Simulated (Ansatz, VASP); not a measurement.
## One calculation of Rb2VCdC6N6, two programs

```
Rb V Cd C N
1.0
     0.00000    5.17850    5.17850
     5.17850    0.00000    5.17850
     5.17850    5.17850    0.00000
Rb V Cd C N
2 1 1 6 6
Direct
  0.25000 0.25000 0.25000
  0.75000 0.75000 0.75000
  0.50000 0.50000 0.50000
  0.00000 0.00000 0.00000
  0.80680 0.19320 0.19320
  0.19320 0.80680 0.19320
  0.19320 0.19320 0.80680
  0.19320 0.80680 0.80680
  0.80680 0.19320 0.80680
  0.80680 0.80680 0.19320
  0.69383 0.30617 0.30617
  0.30617 0.69383 0.30617
  0.30617 0.30617 0.69383
  0.30617 0.69383 0.69383
  0.69383 0.30617 0.69383
  0.69383 0.69383 0.30617
```

Alike in both runs: task single point; functional PBE; k mesh 4 × 4 × 4; occupations gaussian, width 0.1 eV; collinear spin.

|  | VASP | Ansatz |
| --- | --- | --- |
| version | VASP 6.6.1 | Ansatz 0.2.0 |
| potentials or method | VASP PAW PBE potentials, release 64 (Rb_sv, V_sv, Cd, C, N), cutoff 520 eV | scalar-relativistic, plane waves, PAW |
| valence electrons in the cell | 97 | 105 |

VASP gave:

| Item | Value |
| --- | --- |
| pressure (GPa) | 17.2 |
| rms of the force components (eV/Å) | 1.615 |
| net moment per atom (μB) | 0.00 |
| size of the moment on the site where the two differ most (μB) | 0.02 |

**Question.** Estimate Ansatz's values.

**Answer.** Pressure (GPa): 17.2; rms of the force components (eV/Å): 1.743; net moment per atom (μB): 0.19; size of the moment on the site where the two differ most (μB): 1.67.

The net moments are unlike, so the other rows may belong to different states. Site moments also hang on the region over which each program counts them. Atom by atom the forces differ by 0.495 eV/Å (rms over components). VASP's potentials hold 97 valence electrons a cell and Ansatz's 105, so a difference there can come from the potentials and not from the codes.

Noted on VASP's run: the standard files for N, O and F lose accuracy on very short bonds.
